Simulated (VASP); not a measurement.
The system is BaTaH5.

```
CELL_PARAMETERS angstrom
3.81830 0.00000 0.00000
0.00000 3.81830 0.00000
0.00000 0.00000 6.18612
ATOMIC_POSITIONS crystal
Ba 0.00000 0.00000 0.00000
Ta 0.00000 0.00000 0.50000
H 0.50000 0.50000 0.00000
H 0.50000 0.00000 0.69434
H 0.00000 0.50000 0.69434
H 0.50000 0.00000 0.30566
H 0.00000 0.50000 0.30566
```

```yaml
Program: VASP 6.6.1
Task: relaxation of cell and atoms
Functional: PBE
Potentials_or_basis: VASP PAW PBE potentials, release 64 (Ba_sv, Ta_sv_GW, H)
Cutoff: 500 eV
k_mesh: 4 × 4 × 4
Occupations: gaussian, width 0.1 eV
Spin: no spin polarisation
```

At the start: pressure -8.6 GPa; volume 12.88 Å³/atom.

Task: Where does the relaxation end?

Result: Over 10 steps the energy falls by 304.9 meV/atom and the volume is 11.42 Å³/atom (-11.3 %); space group P4/mmm (No. 123, to 0.05 Å).

Step by step:
```tsv
step	energy change (eV)	largest force (eV/Å)	pressure (GPa)	volume (Å³)
1	0.0000	1.1433	-8.65	90.19
2	-1.3621	0.9248	-4.35	81.16
3	-1.8733	0.5879	2.18	74.43
4	-1.8962	0.4171	5.83	71.88
5	-1.9013	0.4568	4.96	72.44
6	-2.0420	0.3714	1.84	75.62
7	-2.0890	0.2976	-0.91	79.24
8	-2.1204	0.1453	-0.13	79.10
9	-2.1312	0.0201	0.73	78.95
10	-2.1343	0.0075	-0.22	79.96
```

Final structure:
```xyz
7
Lattice="3.3953 0.0000 0.0000 0.0000 3.3953 0.0000 0.0000 0.0000 6.9364" Properties=species:S:1:pos:R:3 pbc="T T T"
Ba    0.0000    3.3953    0.0000
Ta    0.0000    3.3953    3.4682
H     1.6977    1.6977    0.0000
H     1.6977    0.0000    4.5576
H     0.0000    1.6977    4.5576
H     1.6977    0.0000    2.3788
H     3.3953    1.6977    2.3788
```

Caveat: the k points lie up to 0.46 Å⁻¹ apart in the final cell.
